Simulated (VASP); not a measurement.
Write the native input for VASP 6.6.1 that does the following.

| Item | Value |
| --- | --- |
| Task | single point |
| Functional | PBE |
| Potentials or basis | VASP PAW PBE potentials, release 64 (Sn_d, Se) |
| Cutoff | 520 eV |
| k mesh | 6 × 6 × 4 |
| Occupations | gaussian, width 0.01 eV |
| Spin | no spin polarisation |
| Dipole correction | no |
| Further INCAR settings | ALGO = Normal; EDIFF = 1e-07; NBANDS = 20 |

The structure of SnSe2 lies in POSCAR:

```
SnSe2
1.0
    3.8110000000      0.0000000000      0.0000000000
   -1.9055000000      3.3004200000      0.0000000000
    0.0000000000      0.0000000000      6.1360000000
Sn Se
1 2
Direct
    0.0000000000      0.0000000000      0.0162972621
    0.3333333333      0.6666666667      0.2490000000
    0.6666666667      0.3333333333      0.7510000000
```

These files were run (other wordings do the same):

INCAR

```
PREC = Accurate
ENCUT = 520
EDIFF = 1E-7
ISMEAR = 0
SIGMA = 0.01
LREAL = F
LASPH = T
NELM = 100
ALGO = Normal
ISIF = 2
LWAVE = F
LCHARG = F
GGA = PE
NBANDS = 20
```

KPOINTS

```
regular mesh
0
Gamma
  6 6 4
```

Potentials or basis: VASP PAW PBE potentials, release 64 (Sn_d, Se).

Run with:

```bash
$ cat potpaw_PBE.64/Sn_d/POTCAR potpaw_PBE.64/Se/POTCAR > POTCAR
$ mpirun -np 1 vasp_std > vasp.out
```

It gave:

The pressure is 5.9 GPa and the largest force is 1.651 eV/Å. The band gap on the k mesh is 0.79 eV, indirect (least direct gap 1.01 eV).

Caveat: spin-orbit coupling is left out, which moves the levels of the heavy elements; this functional lacks dispersion, which binds the layers, so the pressure and a relaxed spacing across them are unreliable; forces of over 1 eV/Å act on the atoms, so gaps and moduli don't describe the material at rest.

Run time: 18 s on 1 thread of AMD EPYC 9R45 96-Core Processor (Zen 5), with other jobs on the host, peak memory 0.17 GiB.
